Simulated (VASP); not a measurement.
A run of VASP 6.6.1 is set up as follows.

File INCAR:

```
SYSTEM = CoO
PREC     = Accurate       ! precision mode
ENCUT    = 520            ! plane-wave cutoff, eV
EDIFF    = 1E-7           ! SCF threshold, eV
ISMEAR   = 0              ! smearing method
SIGMA    = 0.15           ! smearing width, eV
LREAL    = .False.        ! projectors in reciprocal space
LASPH    = .True.         ! aspherical terms in the spheres
NELM     = 150            ! most SCF steps
ALGO     = Normal         ! electronic algorithm
ISIF     = 2              ! what is computed and relaxed
LWAVE    = .False.        ! write WAVECAR
LCHARG   = .True.         ! write CHGCAR
ISPIN    = 2              ! spin polarisation
MAGMOM   = 2.62 0.29      ! initial moments
LORBIT   = 11             ! projections on sites
LMAXMIX  = 4              ! l up to which the mixer works
GGA      = PE             ! functional
LELF     = .True.         ! ELF
LVHAR    = .True.       
NBANDS   = 18             ! bands
```

Contents of KPOINTS:

```
Automatic mesh
0
Gamma
  18 18 18
  0 0 0
```

The input POSCAR:

```
CoO
1.0
    1.5054695445      0.8691832468      2.4399269062
   -1.5054695445      0.8691832468      2.4399269062
    0.0000000000     -1.7383664936      2.4399269062
Co O
1 1
Direct
   -0.1992733769      0.1992733769      0.0000000000
    0.5000000000      0.5000000000      0.5000000000
```

Potentials or basis: VASP PAW PBE potentials, release 64 (Co, O).

Launch:

```console
$ cat potpaw_PBE.64/Co/POTCAR potpaw_PBE.64/O/POTCAR > POTCAR
$ mpirun -np 1 vasp_std > vasp.out
```

Problem. Predict the pressure.

Solution. 29.3 GPa.

Problem. Estimate the net moment.

Solution. 2.69 μB per cell.

Problem. What does it give for the largest force?

Solution. 2.791 eV/Å.

Problem. What does it give for the site moments?

Solution. Co +2.29; O +0.32 μB.

Stress tensor (GPa, compression positive):
```
 27.46   0.00   0.00
  0.00  20.28 -29.17
  0.00 -29.17  40.26
```

Caveat: the cell differs from its parent crystal (atom 1 (Co) moved by (-0.600, +0.000) A along x and y); the stress differs along the axes, from 20 to 40 GPa; a cell with one magnetic atom can't hold antiferromagnetic order, which such compounds often take; forces of over 1 eV/Å act on the atoms, so gaps and moduli don't describe the material at rest.
